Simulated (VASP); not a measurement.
The system is Ni.

```
Ni
1.0
     0.00000    1.77792    1.77792
     1.77792    0.00000    1.77792
     1.77792    1.77792    0.00000
Ni
1
Direct
  0.00000 0.00000 0.00000
```

Base run:

```yaml
Program: VASP 6.6.1
Functional: LDA
Potentials_or_basis: VASP PAW LDA potentials, release 64 (Ni)
Cutoff: 520 eV
k_mesh: 24 × 24 × 24
Occupations: gaussian, width 0.15 eV
Spin: collinear spin, ferromagnetic start
Starting_moments: "[0.25] μB"
Fixed_moment: 0.25 μB
```

Its results: pressure -22.0 GPa; site moments Ni +0.26 μB.

Q: The run is repeated on the same cell with these changes: fixed moment from 0.25 μB to 0.75 μB; moments at the start from [0.25] to [0.75]. What comes out?

A: Pressure -21.0 GPa; site moments Ni +0.75 μB.

Caveats: the cell stands under tension; the total moment is fixed, so each spin has its own Fermi level and the state may be an excited one.
